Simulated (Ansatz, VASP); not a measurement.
## One calculation of Sb, two programs

INCAR

```
PREC = Accurate
ENCUT = 520
EDIFF = 1E-6
ISMEAR = -1
SIGMA = 0.6
LREAL = F
LASPH = T
NELM = 60
ALGO = Normal
ISIF = 2
LWAVE = F
LCHARG = T
GGA = PE
LELF = T
LVHAR = T
NBANDS = 12
```

Contents of KPOINTS:

```
regular mesh
0
Gamma
  9 9 9
```

The input POSCAR:

```
Sb
1.0
    2.1879029667      1.2631863668      3.8431731385
   -2.1879029667      1.2631863668      3.8431731385
    0.0000000000     -2.5263727336      3.8431731385
Sb
2
Direct
    0.2326795448      0.2326795448      0.2326795448
    0.7673204552      0.7673204552      0.7673204552
```

Input for Ansatz:

```yaml
crystal:
  lattice:
    - [2.1879029667, 1.2631863668, 3.8431731385]
    - [-2.1879029667, 1.2631863668, 3.8431731385]
    - [0.0, -2.5263727336, 3.8431731385]
  atoms:
    - { symbol: Sb, position: [0.2326795448, 0.2326795448, 0.2326795448] }
    - { symbol: Sb, position: [0.7673204552, 0.7673204552, 0.7673204552] }
hamiltonian:
  xc: pbe
  pseudopotentials:
    kind: paw
    azcp:
      Sb: "pseudopotentials/Sb.paw.azcp"
basis:
  ecutwfc: 420
  fft_grid_basis: typed
kpoints:
  mp_grid: { grid: [9, 9, 9], shift: [0, 0, 0] }
magnetization:
  spin_polarized: false
scf:
  occupations: { method: fermi_dirac, width: 0.6 }
  lower_state_search: "off"
output:
  stress: true
  write_density: true
  write_potential: true
  elf: true
  volumetric_format: npy
```

Alike in both runs: task single point; functional PBE; k mesh 9 × 9 × 9; occupations fermi-dirac, width 0.6 eV; no spin polarisation.

|  | VASP | Ansatz |
| --- | --- | --- |
| version | VASP 6.6.1 | Ansatz 0.2.0 |
| potentials or method | VASP PAW PBE potentials, release 64 (Sb), cutoff 520 eV | plane waves (420 eV) with PAW, scalar-relativistic |
| valence electrons in the cell | 10 | 30 |

Ansatz gave:

| Item | Value |
| --- | --- |
| pressure (GPa) | 1.3 |
| traceless stress, the component that is largest in VASP (GPa) | -0.29 |

Which values does VASP return?

Pressure (GPa): 1.4; traceless stress, the component that is largest in VASP (GPa): -0.31.

With one functional, cell and mesh, what is left measures potentials, basis and numerics. VASP's potentials hold 10 valence electrons a cell and Ansatz's 30, so a difference there can come from the potentials and not from the codes.

Neither program's run includes spin-orbit coupling.
